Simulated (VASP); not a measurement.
# Te (R-3m) in VASP: further runs, part 2 of 2

VASP 6.6.1. Earlier steps stand in the parts before.

## 5. Relaxation of cell and atoms, PBEsol, target pressure 30 GPa, at which the enthalpy is minimised

This run uses another cell than the first one, of 31.15 Å³/atom, 1.225 times its volume.

INCAR

```
SYSTEM = Te
PREC = Accurate
ENCUT = 600
EDIFF = 1E-7
ISMEAR = -1
SIGMA = 0.05
LREAL = .False.
LASPH = .True.
NELM = 100
ALGO = Normal
ISIF = 3
LWAVE = .False.
LCHARG = .False.
GGA = PS
IBRION = 2
NSW = 80
EDIFFG = -0.01
PSTRESS = 300.0
```

KPOINTS

```
Automatic mesh
0
Gamma
  9 9 9
  0 0 0
```

POSCAR

```
Te
1.0
    2.3059043427      1.3313144930      1.6909537039
   -2.3059043427      1.3313144930      1.6909537039
    0.0000000000     -2.6626289860      1.6909537039
Te
1
Direct
    0.5000000000      0.5000000000      0.5000000000
```

Potentials or basis: VASP PAW PBE potentials, release 64 (Te).

Launch:

```bash
$ cat potpaw_PBE.64/Te/POTCAR > POTCAR
$ mpirun -np 1 vasp_std > vasp.out
```

OUTCAR:

```text
SYSTEM = Te
   PREC = Accurate
   ENCUT = 600
   EDIFF = 1E-7
   ISMEAR = -1
   LREAL = .False.
   LASPH = .True.
   NELM = 100
   ISIF = 3
   GGA = PS
   IBRION = 2
   NSW = 80
   EDIFFG = -0.01
   PSTRESS = 300.0

 ion  position               nearest neighbor table
   1  0.500  0.500  0.500-

  LATTYP: Found a trigonal (rhomboedric) cell.
 ALAT       =     3.1541904739
 COS(alpha) =    -0.0688991668

  Lattice vectors:

 A1 = (   2.3059043427,   1.3313144930,   1.6909537039)
 A2 = (  -2.3059043427,   1.3313144930,   1.6909537039)
 A3 = (   0.0000000000,  -2.6626289860,   1.6909537039)

Analysis of symmetry for initial positions (statically):
=====================================================================
 Subroutine PRICEL returns:
 Original cell was already a primitive cell.

 Routine SETGRP: Setting up the symmetry group for a
 trigonal (rhombohedral) supercell.

 Subroutine GETGRP returns: Found 12 space group operations
 (whereof 12 operations were pure point group operations)
 out of a pool of 12 trial point group operations.

The static configuration has the point symmetry D_3d.

Analysis of symmetry for dynamics (positions and initial velocities):
=====================================================================
 Subroutine PRICEL returns:
 Original cell was already a primitive cell.

 Routine SETGRP: Setting up the symmetry group for a
 trigonal (rhombohedral) supercell.

 Subroutine GETGRP returns: Found 12 space group operations
 (whereof 12 operations were pure point group operations)
 out of a pool of 12 trial point group operations.

The dynamic configuration has the point symmetry D_3d.

 Subroutine INISYM returns: Found 12 space group operations
 (whereof 12 operations are pure point group operations),
 and found     1 'primitive' translations

----------------------------------------------------------------------------------------

                                     Primitive cell

  volume of cell :      31.1462

  direct lattice vectors                    reciprocal lattice vectors
     2.305904343  1.331314493  1.690953704     0.216834667  0.125189553  0.197127415
    -2.305904343  1.331314493  1.690953704    -0.216834667  0.125189553  0.197127415
     0.000000000 -2.662628986  1.690953704     0.000000000 -0.250379107  0.197127415

  length of vectors
     3.154190474  3.154190474  3.154190474     0.318667405  0.318667405  0.318667405

  position of ions in fractional coordinates (direct lattice)
     0.500000000  0.500000000  0.500000000

  ion indices of the primitive-cell ions
   primitive index   ion index
                 1           1

----------------------------------------------------------------------------------------

 KPOINTS: Automatic mesh

Automatic generation of k-mesh.
 Grid dimensions read from file:
 generate k-points for:    9    9    9

 Generating k-lattice:

  Cartesian coordinates                     Fractional coordinates (reciprocal lattice)
     0.024092741  0.013909950  0.021903046     0.111111111  0.000000000  0.000000000
    -0.024092741  0.013909950  0.021903046     0.000000000  0.111111111  0.000000000
     0.000000000 -0.027819901  0.021903046     0.000000000  0.000000000  0.111111111

  Length of vectors
     0.035407489  0.035407489  0.035407489

  Shift w.r.t. Gamma in fractional coordinates (k-lattice)
     0.000000000  0.000000000  0.000000000

 Subroutine IBZKPT returns following result:
 ===========================================

 Found     85 irreducible k-points:

 Following reciprocal coordinates:
            Coordinates               Weight
  0.000000  0.000000  0.000000      1.000000
  0.111111  0.000000  0.000000      6.000000
  0.222222  0.000000  0.000000      6.000000
  0.333333  0.000000  0.000000      6.000000
  0.444444  0.000000  0.000000      6.000000
  0.111111  0.111111  0.000000      6.000000
[... 16 lines left out ...]
 -0.333333  0.333333  0.000000      6.000000
  0.444444  0.444444  0.000000      6.000000
 [... further k-points ...]
   k-points           NKPTS =     85   k-points in BZ     NKDIM =     85   number of bands    NBANDS=      7
   number of dos      NEDOS =    301   number of ions     NIONS =      1
   total plane-waves  NPLWV =  21952
   dimension x,y,z NGX =    28 NGY =   28 NGZ =   28
   dimension x,y,z NGXF=    56 NGYF=   56 NGZF=   56
   ions per type =               1
   NGX,Y,Z   is equivalent  to a cutoff of  14.76, 14.76, 14.76 a.u.
   NGXF,Y,Z  is equivalent  to a cutoff of  29.52, 29.52, 29.52 a.u.
 SYSTEM =  Te
   PREC   = accura    normal or accurate (medium, high low for compatibility)
   ISTART =      0    job   : 0-new  1-cont  2-samecut
   ICHARG =      2    charge: 1-file 2-atom 10-const
   ISPIN  =      1    spin polarized calculation?
   LNONCOLLINEAR =      F non collinear calculations
   LSORBIT =      F    spin-orbit coupling
   LASPH  =      T    aspherical Exc in radial PAW
   ENCUT  =  600.0 eV  44.10 Ry    6.64 a.u.   6.30  6.30  6.30*2*pi/ulx,y,z
   NELM   =    100;   NELMIN=  2; NELMDL= -5     # of ELM steps
   EDIFF  = 0.1E-06   stopping-criterion for ELM
   LREAL  =      F    real-space projection
   EDIFFG = -.1E-01   stopping-criterion for IOM
   NSW    =     80    number of steps for IOM
   IBRION =      2    ionic relax: 0-MD 1-quasi-New 2-CG
   NFREE  =      1    steps in history (QN), initial steepest desc. (CG)
   ISIF   =      3    stress and relaxation
   ISYM   =      2    0-nonsym 1-usesym 2-fastsym
   POTIM  = 0.5000    time-step for ionic-motion
   TEBEG  =    0.0;   TEEND  =   0.0 temperature during run
   PSTRESS=  300.0 pullay stress
   NELECT =       6.0000    total number of electrons
   NUPDOWN=      -1.0000    fix difference up-down
   EMIN   =  10.00;   EMAX   =-10.00  energy-range for DOS
   EFERMI =   0.00;   METHOD = LEGACY
   ISMEAR =    -1;   SIGMA  =   0.05  broadening in eV -4-tet -1-fermi 0-gaus
   EFERMI_NEDOS =   21; number of points for ismear=-14 and -15
   IALGO  =     38    algorithm
   IMIX   =      4    mixing-type and parameters
     AMIX     =   0.40;   BMIX     =  1.00
     AMIX_MAG =   1.60;   BMIX_MAG =  1.00
  volume/ion in A,a.u.               =      31.15       210.18
  Fermi-wavevector in a.u.,A,eV,Ry     =   0.945490  1.786717 12.162947  0.893951
  Thomas-Fermi vector in A             =   2.073397
   LORBIT       =      0    0 simple, 1 ext, 2 COOP (PROOUT), +10 PAW based schemes
   GGA     = PS    functional components
   LHFCALC =     F    Hartree Fock is set to
   AEXX    =    0.0000 exact exchange contribution
   IVDW    =     0    specifies the selected vdW correction
   LEPSILON=     F    determine dielectric tensor
   LRPA    =     F    only Hartree local field effects (RPA)
 conjugate gradient relaxation of ions
 non-spin polarized calculation
  energy-cutoff  :      600.00
  volume of cell :       31.15
 maximum number of plane-waves:      1069
 NGX is ok and might be reduce to    28
   NGX = 13   NGY = 13   NGZ = 13

--------------------------------------- Ionic step        1  -------------------------------------------

 number of electron       5.9999999 magnetization

 Free energy of the ion-electron system (eV)
  ---------------------------------------------------
  ext. energy  EPLUGINS =         0.00000000
  ---------------------------------------------------
  free energy    TOTEN  =        -3.50515437 eV

  energy without entropy =       -3.49975923  energy(sigma->0) =       -3.50245680

 E-fermi :   6.9484     XC(G=0):  -9.6472

 val. band max:        6.9294153511   @ k =   0.2222   0.1111   0.1111
 cond. band min:       6.9484543634   @ k =  -0.3333   0.4444   0.2222
 fundamental gap:      0.0190390124
 Fermi energy:         6.9483809231

 k-point     1 :       0.0000    0.0000    0.0000
  band No.  band energies     occupation
      1      -7.0397      2.00000
      2       7.9199      0.00000
      3       8.3846      0.00000
      4       8.3846      0.00000
      5      13.0111      0.00000
      6      13.0111      0.00000
      7      13.5002      0.00000
[... 336 lines left out ...]
  energy  without entropy=       -3.1862270885  energy(sigma->0) =       -3.18794605

  enthalpy is  TOTEN    =         1.5011546551 eV   P V=        4.6908196577

[... ionic steps 4 to 24 ...]

--------------------------------------- Ionic step       25  -------------------------------------------

 number of electron       6.0000000 magnetization

------------------------ aborting loop because EDIFF is reached ----------------------------------------
[... 69 lines left out ...]
--------------------------------------- Ionic step       27  -------------------------------------------

 number of electron       6.0000000 magnetization

 Free energy of the ion-electron system (eV)
  ---------------------------------------------------
  ext. energy  EPLUGINS =         0.00000000
  ---------------------------------------------------
  free energy    TOTEN  =        -2.84706738 eV

  energy without entropy =       -2.84179826  energy(sigma->0) =       -2.84443282

 E-fermi :  12.6229     XC(G=0): -11.5795

 val. band max:       12.5370022530   @ k =  -0.4444   0.3333   0.3333
 cond. band min:      12.6866558998   @ k =  -0.1111   0.3333   0.1111
 fundamental gap:      0.1496536468
 Fermi energy:        12.6229184630

 k-point     1 :       0.0000    0.0000    0.0000
  band No.  band energies     occupation
      1      -4.2462      2.00000
      2      17.5431      0.00000
      3      17.5431      0.00000
      4      17.5463      0.00000
      5      23.2676      0.00000
      6      23.2694      0.00000
      7      23.2694      0.00000
[... 262 lines left out ...]
  energy  without entropy=       -2.8417982624  energy(sigma->0) =       -2.84443282

  enthalpy is  TOTEN    =         1.0792767395 eV   P V=        3.9263441189

 reached required accuracy - stopping structural energy minimisation
```

CONTCAR:

```text
Te
   1.00000000000000
     2.4568449960073346    1.4184601205469303    1.0028397724023725
    -2.4568449960073275    1.4184601205469280    1.0028397724023645
    -0.0000000000000007   -2.8369202410938783    1.0028397724023983
  Te
     1
Direct
     0.5000000000000000    0.5000000000000000    0.5000000000000000

  0.00000000E+00  0.00000000E+00  0.00000000E+00
```

Run time: 6.5 min. Hardware: 1 thread of AMD EPYC 7R13, shared host; peak memory 0.16 GiB.

Results:

```yaml
Free_energy: -2.8471 eV
Relaxed_volume: 20.97 Å³/atom
Relaxed_cell: a = 3.009 Å, b = 3.009 Å, c = 3.009 Å, α = 109.47°, β = 109.47°, γ = 109.47°
Space_group_after_relaxing_to_0.05_Å: Im-3m (No. 229)
Energy_change_on_relaxing_the_enthalpy_is_what_falls: +658.1 meV/atom
Ionic_steps: 27
Pressure_after_relaxing: 30.0 GPa
Band_gap_on_the_k_mesh: zero (band 3 reaches 17.54 eV, above the bottom of band 4 at 8.30 eV)
```

The path:
| step | energy change (eV) | largest force (eV/Å) | pressure (GPa) | volume (Å³) |
| --- | --- | --- | --- | --- |
| 1 | 0.0000 | 0.0000 | -0.04 | 31.15 |
| 2 | 12.2202 | 0.0000 | 484.90 | 11.54 |
| 3 | 0.3155 | 0.0000 | 20.40 | 25.05 |
| 4 | 0.4201 | 0.0000 | 24.92 | 24.31 |
| 5 | 0.5485 | 0.0000 | 30.19 | 23.56 |
| 6 | 0.5229 | 0.0000 | 29.16 | 23.70 |
| 7 | 0.5179 | 0.0000 | 29.15 | 23.56 |
| 8 | 0.4927 | 0.0000 | 28.24 | 22.95 |
| 9 | 0.7081 | 0.0000 | 32.08 | 20.87 |
| 10 | 0.4126 | 0.0000 | 17.37 | 22.76 |
| 11 | 0.6518 | 0.0000 | 29.24 | 21.16 |
| 12 | 0.6618 | 0.0000 | 29.75 | 21.11 |
| 13 | 0.6627 | 0.0000 | 29.79 | 21.11 |
| 14 | 0.6588 | 0.0000 | 29.43 | 21.12 |
| 15 | 0.6401 | 0.0000 | 28.90 | 21.14 |
| 16 | 0.6369 | 0.0000 | 28.90 | 21.13 |
| 17 | 0.6288 | 0.0000 | 28.54 | 21.15 |
| 18 | 0.6260 | 0.0000 | 28.47 | 21.15 |
| 19 | 0.6255 | 0.0000 | 28.45 | 21.15 |
| 20 | 0.6256 | 0.0000 | 28.45 | 21.15 |
| 21 | 0.6271 | 0.0000 | 28.53 | 21.14 |
| 22 | 0.6272 | 0.0000 | 28.53 | 21.14 |
| 23 | 0.6290 | 0.0000 | 28.62 | 21.13 |
| 24 | 0.6343 | 0.0000 | 28.87 | 21.10 |
| 25 | 0.6452 | 0.0000 | 29.39 | 21.04 |
| 26 | 0.6673 | 0.0000 | 30.44 | 20.92 |
| 27 | 0.6581 | 0.0000 | 30.00 | 20.97 |

Final structure:
```
Te
1.0
     2.45684    1.41846    1.00284
    -2.45684    1.41846    1.00284
     0.00000   -2.83692    1.00284
Te
1
Cartesian
  0.0000 0.0000 1.5043
```

Caveat: the cell is relaxed towards a set pressure, so the enthalpy falls and the energy may rise; the volume moved by over 15 % at a fixed basis, so the end points are rough; the PAW data sets were made with another functional, which shifts forces and pressure a little; spin-orbit coupling is left out, which moves the levels of the heavy elements.

## 6. Single point, PBEsol

This run uses another cell than the first one, of 31.15 Å³/atom, 1.225 times its volume.

INCAR

```
SYSTEM = Te
  PREC = Accurate
  ENCUT = 520
  EDIFF = 1E-6
  ISMEAR = -1
  SIGMA = 0.05
  LREAL = .FALSE.
  LASPH = .TRUE.
  NELM = 100
  ALGO = Normal
  ISIF = 2
  LWAVE = .FALSE.
  LCHARG = .TRUE.
  GGA = PS
  LELF = .TRUE.
  LVHAR = .TRUE.
  NBANDS = 9
```

KPOINTS

```
Automatic mesh
0
G
  8 8 8
  0 0 0
```

POSCAR is that of step 5.

Potentials or basis: VASP PAW PBE potentials, release 64 (Te).

Launch:

```bash
$ cat potpaw_PBE.64/Te/POTCAR > POTCAR
$ mpirun -np 1 vasp_std > vasp.out
```

It took 10 s on 1 thread of AMD EPYC 7R13 (Zen 3), shared host; peak memory 0.12 GiB.

Results (log left out):

```yaml
Free_energy: -3.5049 eV
Pressure: 0.1 GPa
Band_gap_on_the_k_mesh: zero (band 3 reaches 9.42 eV, above the bottom of band 4 at 4.48 eV)
```

Stress tensor (GPa, compression positive):
```
0.05 0.00 0.00
0.00 0.05 0.00
0.00 0.00 0.17
```

Levels at points of the mesh, in eV from the Fermi level:
```csv
k point,band 1,band 2,band 3,band 4,band 5,band 6,band 7
"(0.00, 0.00, 0.00)",-13.94,1.02,1.49,1.49,6.11,6.11,6.60
"(0.50, 0.00, 0.00)",-12.06,-6.29,2.52,2.85,7.75,9.03,9.93
"(0.50, 0.50, 0.00)",-10.17,-4.95,-4.22,1.93,4.02,10.56,12.25
"(0.50, 0.50, 0.50)",-8.19,-3.38,-3.38,-2.42,3.89,3.89,5.37
```

Caveat: the PAW data sets were made with another functional, which shifts forces and pressure a little; spin-orbit coupling is left out, which moves the levels of the heavy elements.

## 7. The runs side by side

| task | cell | k mesh | cutoff (eV) | gap on the mesh (eV) | pressure (GPa) |
| --- | --- | --- | --- | --- | --- |
| single point | a = 3.028 Å, angles 102.5°, 1 atom | 9 × 9 × 9 | 520 | none | 10.1 |
| single point | a = 3.078 Å, angles 100.6°, 1 atom | 9 × 9 × 9 | 520 | none | 5.1 |
| relaxation of cell and atoms | relaxed to 20 GPa from a = 3.154 Å, angles 94.0°, 1 atom | 9 × 9 × 9 | 600 | none | 20.0 |
| relaxation of cell and atoms | relaxed to 30 GPa from a = 3.154 Å, angles 94.0°, 1 atom | 9 × 9 × 9 | 600 | none | 30.0 |
| single point | a = 3.154 Å, angles 94.0°, 1 atom | 8 × 8 × 8 | 520 | none | 0.1 |

Alike in all rows: level PBEsol; potentials or basis VASP PAW PBE potentials, release 64 (Te); no spin polarisation; smearing fermi-dirac 0.05 eV.

Caveats: the PAW data sets were made with another functional, which shifts forces and pressure a little; spin-orbit coupling is left out, which moves the levels of the heavy elements; the cell is relaxed towards a set pressure, so the enthalpy falls and the energy may rise (some runs); the volume moved by over 15 % at a fixed basis, so the end points are rough (some runs).

Absolute energies hang on the potentials; compare differences alone.
